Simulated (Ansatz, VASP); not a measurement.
## One calculation of MgPdC4N4, two programs

```
Mg Pd C N
1.0
     6.27911    0.00000    0.00000
     0.00000    6.27911    0.00000
     0.00000    0.00000    6.27911
Mg Pd C N
1 1 4 4
Direct
  0.00000 0.00000 0.00000
  0.50000 0.50000 0.50000
  0.20052 0.20052 0.20052
  0.20052 0.79948 0.79948
  0.79948 0.20052 0.79948
  0.79948 0.79948 0.20052
  0.30793 0.30793 0.30793
  0.30793 0.69207 0.69207
  0.69207 0.30793 0.69207
  0.69207 0.69207 0.30793
```

Alike in both runs: functional PBE; k mesh 6 × 6 × 6; occupations gaussian, width 0.1 eV; collinear spin.

Ansatz relaxed the structure, and its values are those at the end. VASP's run is a single point on that final structure, the one shown.

|  | VASP | Ansatz |
| --- | --- | --- |
| version | VASP 6.6.1 | Ansatz 0.2.0 |
| potentials or method | VASP PAW PBE potentials, release 64 (Mg, Pd, C, N), cutoff 520 eV | scalar-relativistic, plane waves, PAW |
| valence electrons in the cell | 48 | 64 |

Ansatz gave:

- gap on the k mesh at the Fermi level (eV): none
- pressure (GPa): 0.0
- rms of the force components (eV/Å): 0.003
- net moment per atom (μB): 0.20
- size of the moment on the site where the two differ most (μB): 1.11

**Question.** Estimate VASP's values.

**Answer.** gap on the k mesh at the Fermi level (eV): none; pressure (GPa): 0.3; rms of the force components (eV/Å): 0.209; net moment per atom (μB): 0.20; size of the moment on the site where the two differ most (μB): 1.32.

Site moments also hang on the region over which each program counts them. A gap of «none» marks a metal or a gap that the smearing closes. One of these differences is far larger than is usual between the two programs; its cause wasn't traced. VASP's potentials hold 48 valence electrons a cell and Ansatz's 64, so a difference there can come from the potentials and not from the codes.

Noted on VASP's run: the standard files for N, O and F lose accuracy on very short bonds.
